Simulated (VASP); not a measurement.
A run of VASP 6.6.1 is set up as follows.

File INCAR:

```
SYSTEM = Pb
PREC     = Accurate       ! precision mode
ENCUT    = 520            ! plane-wave cutoff, eV
EDIFF    = 1E-6           ! SCF threshold, eV
ISMEAR   = -1             ! smearing method
SIGMA    = 0.06122561905347299 ! smearing width, eV
LREAL    = .False.        ! projectors in reciprocal space
LASPH    = .True.         ! aspherical terms in the spheres
NELM     = 100            ! most SCF steps
ALGO     = Normal         ! electronic algorithm
ISIF     = 2              ! what is computed and relaxed
LWAVE    = .False.        ! write WAVECAR
LCHARG   = .False.        ! write CHGCAR
GGA      = PE             ! functional
NBANDS   = 13             ! bands
```

The input KPOINTS:

```
Automatic mesh
0
Gamma
  19 19 19
  0 0 0
```

File POSCAR:

```
Pb
1.0
   -2.0391935690      2.0391935690      2.0391935690
    2.0391935690     -2.0391935690      2.0391935690
    2.0391935690      2.0391935690     -2.0391935690
Pb
1
Direct
    0.0000000000      0.0000000000      0.0000000000
```

Potentials or basis: VASP PAW PBE potentials, release 64 (Pb_d).

Launch:

```console
$ cat potpaw_PBE.64/Pb_d/POTCAR > POTCAR
$ mpirun -np 1 vasp_std > vasp.out
```

Task: What does it give for the band gap on the k mesh?

Result: Zero (band 7 reaches 12.79 eV, above the bottom of band 8 at 4.38 eV).

Task: Estimate the pressure.

Result: -2.1 GPa.

Caveat: spin-orbit coupling is left out, which moves the levels of the heavy elements.
